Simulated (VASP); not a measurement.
# TaN (Fm-3m) in VASP: a series of runs

Runs on TaN. Level: PBEsol. Tasks: single point.

All numbers are computed with VASP 6.6.1; they aren't measurements. Logs are shortened: lines on timing, memory, paths and dates and some standing lists are left out, and cuts for length are marked.

## (1) The cell of the first run

The structure is cubic, space group Fm-3m (No. 225). The conventional cell has a = 4.284 Å, b = 4.284 Å, c = 4.284 Å, α = 90.00°, β = 90.00°, γ = 90.00°. Ta (site symmetry m-3m) has 6 N at 2.14 Å within 2.8 Å. N (site symmetry m-3m) has 6 Ta at 2.14 Å within 2.8 Å.

## (2) Single point, PBEsol

File INCAR:

```
  PREC = Accurate
  ENCUT = 600
  EDIFF = 1E-6
  ISMEAR = 1
  SIGMA = 0.15
  LREAL = False
  LASPH = True
  NELM = 120
  ALGO = Normal
  ISIF = 2
  LWAVE = False
  LCHARG = False
  GGA = PS
  NBANDS = 15
  GGA_COMPAT = False
```

File KPOINTS:

```
regular mesh
0
Gamma
  11 11 11
```

File POSCAR:

```
TaN
1.0
    0.0000000000      2.1420606605      2.1420606605
    2.1420606605      0.0000000000      2.1420606605
    2.1420606605      2.1420606605      0.0000000000
Ta N
1 1
Direct
    0.5000000000      0.5000000000      0.5000000000
    0.0000000000      0.0000000000      0.0000000000
```

Potentials or basis: VASP PAW PBE potentials, release 64 (Ta_pv, N).

Started as:

```sh
cat potpaw_PBE.64/Ta_pv/POTCAR potpaw_PBE.64/N/POTCAR > POTCAR
mpirun -np 1 vasp_std > vasp.out
```

OUTCAR:

```text
PREC = Accurate
   ENCUT = 600
   EDIFF = 1E-6
   ISMEAR = 1
   LREAL = False
   LASPH = True
   NELM = 120
   ISIF = 2
   GGA = PS

 ion  position               nearest neighbor table
   1  0.500  0.500  0.500-   2 2.14   2 2.14   2 2.14   2 2.14   2 2.14   2 2.14
   2  0.000  0.000  0.000-   1 2.14   1 2.14   1 2.14   1 2.14   1 2.14   1 2.14

  LATTYP: Found a face centered cubic cell.
 ALAT       =     4.2841213210

  Lattice vectors:

 A1 = (   0.0000000000,   2.1420606605,   2.1420606605)
 A2 = (   2.1420606605,   0.0000000000,   2.1420606605)
 A3 = (   2.1420606605,   2.1420606605,   0.0000000000)

Analysis of symmetry for initial positions (statically):
=====================================================================
 Subroutine PRICEL returns:
 Original cell was already a primitive cell.

 Routine SETGRP: Setting up the symmetry group for a
 face centered cubic supercell.

 Subroutine GETGRP returns: Found 48 space group operations
 (whereof 48 operations were pure point group operations)
 out of a pool of 48 trial point group operations.

The static configuration has the point symmetry O_h .

Analysis of symmetry for dynamics (positions and initial velocities):
=====================================================================
 Subroutine PRICEL returns:
 Original cell was already a primitive cell.

 Routine SETGRP: Setting up the symmetry group for a
 face centered cubic supercell.

 Subroutine GETGRP returns: Found 48 space group operations
 (whereof 48 operations were pure point group operations)
 out of a pool of 48 trial point group operations.

The dynamic configuration has the point symmetry O_h .

 Subroutine INISYM returns: Found 48 space group operations
 (whereof 48 operations are pure point group operations),
 and found     1 'primitive' translations

----------------------------------------------------------------------------------------

                                     Primitive cell

  volume of cell :      19.6574

  direct lattice vectors                    reciprocal lattice vectors
     0.000000000  2.142060660  2.142060660    -0.233420094  0.233420094  0.233420094
     2.142060660  0.000000000  2.142060660     0.233420094 -0.233420094  0.233420094
     2.142060660  2.142060660  0.000000000     0.233420094  0.233420094 -0.233420094

  length of vectors
     3.029331238  3.029331238  3.029331238     0.404295462  0.404295462  0.404295462

  position of ions in fractional coordinates (direct lattice)
     0.500000000  0.500000000  0.500000000
     0.000000000  0.000000000  0.000000000

  ion indices of the primitive-cell ions
   primitive index   ion index
                 1           1
                 2           2

----------------------------------------------------------------------------------------

 KPOINTS: regular mesh

Automatic generation of k-mesh.
 Grid dimensions read from file:
 generate k-points for:   11   11   11

 Generating k-lattice:

  Cartesian coordinates                     Fractional coordinates (reciprocal lattice)
    -0.021220009  0.021220009  0.021220009     0.090909091  0.000000000  0.000000000
     0.021220009 -0.021220009  0.021220009     0.000000000  0.090909091  0.000000000
     0.021220009  0.021220009 -0.021220009     0.000000000  0.000000000  0.090909091

  Length of vectors
     0.036754133  0.036754133  0.036754133

  Shift w.r.t. Gamma in fractional coordinates (k-lattice)
     0.000000000  0.000000000  0.000000000

 Subroutine IBZKPT returns following result:
 ===========================================

 Found     56 irreducible k-points:

 Following reciprocal coordinates:
            Coordinates               Weight
  0.000000  0.000000  0.000000      1.000000
  0.090909  0.000000  0.000000      8.000000
  0.181818  0.000000  0.000000      8.000000
  0.272727  0.000000  0.000000      8.000000
  0.363636  0.000000  0.000000      8.000000
  0.454545  0.000000  0.000000      8.000000
[... 16 lines left out ...]
 -0.272727  0.181818  0.000000     24.000000
 -0.181818  0.181818  0.000000     12.000000
 [... further k-points ...]
   k-points           NKPTS =     56   k-points in BZ     NKDIM =     56   number of bands    NBANDS=     15
   number of dos      NEDOS =    301   number of ions     NIONS =      2
   total plane-waves  NPLWV =  13824
   dimension x,y,z NGX =    24 NGY =   24 NGZ =   24
   dimension x,y,z NGXF=    48 NGYF=   48 NGZF=   48
   ions per type =               1   1
   NGX,Y,Z   is equivalent  to a cutoff of  13.17, 13.17, 13.17 a.u.
   NGXF,Y,Z  is equivalent  to a cutoff of  26.34, 26.34, 26.34 a.u.
 SYSTEM =  unknown system
   PREC   = accura    normal or accurate (medium, high low for compatibility)
   ISTART =      0    job   : 0-new  1-cont  2-samecut
   ICHARG =      2    charge: 1-file 2-atom 10-const
   ISPIN  =      1    spin polarized calculation?
   LNONCOLLINEAR =      F non collinear calculations
   LSORBIT =      F    spin-orbit coupling
   LASPH  =      T    aspherical Exc in radial PAW
   ENCUT  =  600.0 eV  44.10 Ry    6.64 a.u.   6.05  6.05  6.05*2*pi/ulx,y,z
   NELM   =    120;   NELMIN=  2; NELMDL= -5     # of ELM steps
   EDIFF  = 0.1E-05   stopping-criterion for ELM
   LREAL  =      F    real-space projection
   EDIFFG = 0.1E-04   stopping-criterion for IOM
   NSW    =      0    number of steps for IOM
   IBRION =     -1    ionic relax: 0-MD 1-quasi-New 2-CG
   NFREE  =      0    steps in history (QN), initial steepest desc. (CG)
   ISIF   =      2    stress and relaxation
   ISYM   =      2    0-nonsym 1-usesym 2-fastsym
   POTIM  = 0.5000    time-step for ionic-motion
   TEBEG  =    0.0;   TEEND  =   0.0 temperature during run
   PSTRESS=    0.0 pullay stress
   NELECT =      16.0000    total number of electrons
   NUPDOWN=      -1.0000    fix difference up-down
   EMIN   =  10.00;   EMAX   =-10.00  energy-range for DOS
   EFERMI =   0.00;   METHOD = LEGACY
   ISMEAR =     1;   SIGMA  =   0.15  broadening in eV -4-tet -1-fermi 0-gaus
   EFERMI_NEDOS =   21; number of points for ismear=-14 and -15
   IALGO  =     38    algorithm
   IMIX   =      4    mixing-type and parameters
     AMIX     =   0.40;   BMIX     =  1.00
     AMIX_MAG =   1.60;   BMIX_MAG =  1.00
  volume/ion in A,a.u.               =       9.83        66.33
  Fermi-wavevector in a.u.,A,eV,Ry     =   1.528527  2.888497 31.788573  2.336394
  Thomas-Fermi vector in A             =   2.636273
   LORBIT       =      0    0 simple, 1 ext, 2 COOP (PROOUT), +10 PAW based schemes
   GGA     = PS    functional components
   LHFCALC =     F    Hartree Fock is set to
   AEXX    =    0.0000 exact exchange contribution
   IVDW    =     0    specifies the selected vdW correction
   LEPSILON=     F    determine dielectric tensor
   LRPA    =     F    only Hartree local field effects (RPA)
 non-spin polarized calculation
 Methfessel and Paxton  Order N= 1 SIGMA  =   0.15
  energy-cutoff  :      600.00
  volume of cell :       19.66
 maximum number of plane-waves:       670
   NGX = 13   NGY = 13   NGZ = 13

 number of electron      15.9999997 magnetization

 Free energy of the ion-electron system (eV)
  ---------------------------------------------------
  ext. energy  EPLUGINS =         0.00000000
  ---------------------------------------------------
  free energy    TOTEN  =       -23.09752850 eV

  energy without entropy =      -23.10014175  energy(sigma->0) =      -23.09839958

 E-fermi :  10.3408     XC(G=0): -14.0267

 val. band max:       10.3293022587   @ k =   0.0000   0.0000   0.0000
 cond. band min:      10.4192048860   @ k =  -0.2727   0.1818   0.0000
 fundamental gap:      0.0899026273
 Fermi energy:        10.3407698483

 k-point     1 :       0.0000    0.0000    0.0000
  band No.  band energies     occupation
      1     -25.2646      2.00000
      2     -25.2646      2.00000
      3     -25.2646      2.00000
      4      -9.1743      2.00000
      5       6.2710      2.00000
      6       6.2710      2.00000
      7       6.2710      2.00000
      8       7.9255      2.00000
      9       7.9255      2.00000
     10       7.9255      2.00000
     11      10.3293      1.12898
     12      10.3293      1.12898
     13      12.5443     -0.00000
     14      19.6907      0.00000
     15      22.8374      0.00000

 k-point     2 :       0.0909    0.0000    0.0000
  band No.  band energies     occupation
      1     -25.3658      2.00000
      2     -25.2732      2.00000
      3     -25.2732      2.00000
      4      -8.9379      2.00000
      5       5.2504      2.00000
      6       5.5410      2.00000
      7       5.5410      2.00000
      8       8.2669      2.00000
      9       8.2669      2.00000
     10       8.3790      2.00000
     11      11.2094     -0.00000
     12      11.2094     -0.00000
     13      13.1182     -0.00000
     14      20.3732      0.00000
     15      22.8370      0.00000

 k-point     3 :       0.1818    0.0000    0.0000
  band No.  band energies     occupation
      1     -25.6277      2.00000
      2     -25.2961      2.00000
      3     -25.2961      2.00000
      4      -8.2866      2.00000
      5       3.5079      2.00000
      6       4.3337      2.00000
      7       4.3337      2.00000
      8       8.9392      2.00000
      9       9.0341      2.00000
     10       9.0341      2.00000
     11      13.0664     -0.00000
     12      13.0664     -0.00000
     13      14.4034      0.00000
     14      22.0886      0.00000
     15      22.8358      0.00000
[... 343 lines left out ...]
 k-point    23 :      -0.2727    0.1818    0.0000
  band No.  band energies     occupation
      1     -26.0969      2.00000
      2     -25.5980      2.00000
      3     -25.3483      2.00000
      4      -6.6179      2.00000
      5       0.6394      2.00000
      6       2.5264      2.00000
      7       3.3180      2.00000
      8      10.4192      0.23517
      9      10.4990     -0.05983
     10      12.5525     -0.00000
     11      13.7796      0.00000
     12      17.3590      0.00000
     13      18.3198      0.00000
     14      22.6922      0.00000
     15      23.1323      0.00000

 k-point    24 :      -0.1818    0.1818    0.0000
  band No.  band energies     occupation
      1     -25.9155      2.00000
      2     -25.5096      2.00000
      3     -25.3075      2.00000
      4      -7.2428      2.00000
      5       1.5011      2.00000
      6       2.9145      2.00000
      7       3.8309      2.00000
      8       9.4842      2.00000
      9       9.9355      2.00090
     10      11.8612     -0.00000
     11      12.5300     -0.00000
     12      16.5568      0.00000
     13      16.8636      0.00000
     14      22.8201      0.00000
     15      24.2877      0.00000

 [... further k-points ...]

------------------------ aborting loop because EDIFF is reached ----------------------------------------

  FORCE on cell =-STRESS in cart. coord.  units (eV):
  Direction    XX          YY          ZZ          XY          YZ          ZX
  --------------------------------------------------------------------------------------
  -------------------------------------------------------------------------------------
  Total        3.3526560      3.3526560      3.3526560      0.0000000     -0.0000000      0.0000000
  in kB      273.2588845    273.2588845    273.2588845      0.0000000     -0.0000000      0.0000000
  external PRESSURE =     273.2588845 kB  Pullay stress =       0.0000000 kB

 VOLUME and BASIS-vectors are now :
 -----------------------------------------------------------------------------
  energy-cutoff  :      600.00
  volume of cell :       19.66
      direct lattice vectors                 reciprocal lattice vectors
     0.000000000  2.142060660  2.142060660    -0.233420094  0.233420094  0.233420094
     2.142060660  0.000000000  2.142060660     0.233420094 -0.233420094  0.233420094
     2.142060660  2.142060660  0.000000000     0.233420094  0.233420094 -0.233420094

 POSITION                                       TOTAL-FORCE (eV/Angst)
 -----------------------------------------------------------------------------------
      2.14206      2.14206      2.14206         0.000000      0.000000      0.000000
      0.00000      0.00000      0.00000        -0.000000     -0.000000     -0.000000
 -----------------------------------------------------------------------------------
    total drift:                                0.000000     -0.000000     -0.000000

  FREE ENERGIE OF THE ION-ELECTRON SYSTEM (eV)
  ---------------------------------------------------
  free  energy   TOTEN  =       -23.0975285032 eV

  energy  without entropy=      -23.1001417471  energy(sigma->0) =      -23.09839958
```

Run time: 18 s. Hardware: 1 thread of Intel Xeon 6975P-C, shared host; peak memory 0.15 GiB.

Results:

| Property | Result |
| --- | --- |
| Free energy | -23.0975 eV |
| Pressure | 27.3 GPa |
| Band gap on the k mesh | zero (band 8 reaches 12.18 eV, above the bottom of band 9 at 7.93 eV) |

Caveat: the PAW data sets were made with another functional, which shifts forces and pressure a little; spin-orbit coupling is left out, which moves the levels of the heavy elements.

[end of part 1 of 2]
